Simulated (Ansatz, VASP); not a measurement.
This is a calculation of PbS for VASP 6.6.1.

The input POSCAR:

```
PbS
1.0
    3.6536590000      0.0000000000      0.0000000000
    0.0000000000      3.6536590000      0.0000000000
    0.0000000000      0.0000000000      3.6536590000
Pb S
1 1
Direct
    0.0000000000      0.0000000000      0.0000000000
    0.5000000000      0.5000000000      0.5000000000
```

The input INCAR.step1:

```
PREC     = Accurate       # precision mode
ENCUT    = 600            # plane-wave cutoff, eV
ISMEAR   = -1             # smearing method
SIGMA    = 0.05           # smearing width, eV
LREAL    = F              # projectors in reciprocal space
LASPH    = T              # aspherical terms in the spheres
NELM     = 80             # most SCF steps
GGA      = PE             # functional
ALGO     = Normal         # electronic algorithm
EDIFF    = 1E-4           # SCF threshold, eV
LWAVE    = T              # write WAVECAR
LCHARG   = F              # write CHGCAR
```

The input INCAR.step2:

```
PREC     = Accurate       # precision mode
ENCUT    = 600            # plane-wave cutoff, eV
EDIFF    = 1E-7           # SCF threshold, eV
ISMEAR   = -1             # smearing method
SIGMA    = 0.05           # smearing width, eV
LREAL    = F              # projectors in reciprocal space
LASPH    = T              # aspherical terms in the spheres
NELM     = 80             # most SCF steps
ALGO     = Normal         # electronic algorithm
ISIF     = 3              # what is computed and relaxed
LWAVE    = F              # write WAVECAR
LCHARG   = F              # write CHGCAR
METAGGA  = R2SCAN         # meta-GGA
LMIXTAU  = T            
IVDW     = 13             # dispersion correction
VDW_S6   = 1.0          
VDW_S8   = 0.6018749    
VDW_A1   = 0.51559235   
VDW_A2   = 5.77342911   
IBRION   = 2              # ionic algorithm
NSW      = 60             # ionic steps
EDIFFG   = -0.01          # ionic threshold
ISTART   = 1
```

The input KPOINTS:

```
Automatic mesh
0
Gamma
  7 7 7
```

Potentials or basis: VASP PAW PBE potentials, release 64 (Pb_d, S).

Command:

```console
$ cat potpaw_PBE.64/Pb_d/POTCAR potpaw_PBE.64/S/POTCAR > POTCAR
$ cp INCAR.step1 INCAR
$ mpirun -np 1 vasp_std > vasp.out
$ cp INCAR.step2 INCAR
$ mpirun -np 1 vasp_std > vasp.out
```

Problem. Set up the same calculation for Ansatz 0.2.0. Potentials there: Ansatz PAW.

Solution. As run (the cutoff follows the program's own potentials):

The input input.yaml:

```yaml
crystal:
  lattice:
    - [3.653659, 0.0, 0.0]
    - [0.0, 3.653659, 0.0]
    - [0.0, 0.0, 3.653659]
  atoms:
    - { symbol: Pb, position: [0.0, 0.0, 0.0] }
    - { symbol: S, position: [0.5, 0.5, 0.5] }
hamiltonian:
  xc: r2scan
  pseudopotentials: { kind: paw }
  dispersion: d4
kpoints:
  mp_grid: { grid: [7, 7, 7] }
scf:
  occupations: { method: fermi_dirac, width: 0.05 }
output:
  forces: true
  stress: true
  eigenvalues: true
relax:
  f_tol: 0.01
  max_steps: 40
  cell: { stress_tol: 0.05 }
```

Potentials or basis: Ansatz PAW.

The run is started by

```sh
$ ansatz run input.yaml --threads 2 --pin off --max-ram 5632MiB --backend cpu --events-out ev --progress --plain --runs-dir out
```

Both were run:

|  | VASP | Ansatz | Ansatz less VASP |
| --- | --- | --- | --- |
| gap on the k mesh at the Fermi level, each at its own relaxed structure (eV) | 0.26 | 0.26 | -0.006 |
| relaxed volume (Å³/atom) | 23.80 | 23.78 | -0.014 |
| relaxed cell length with the largest relative difference (Å) | 3.624 | 3.623 | -0.0007 |

VASP's potentials were made for PBE, not for r2SCAN.

Spin-orbit coupling is off throughout. Noted on Ansatz's run: odd divisions of the mesh miss points on the zone boundary, where band edges often lie, so the gap on the mesh can be too wide; the plane-wave basis is chosen anew once the cell has moved, so the energies of steps on either side of that aren't comparable.
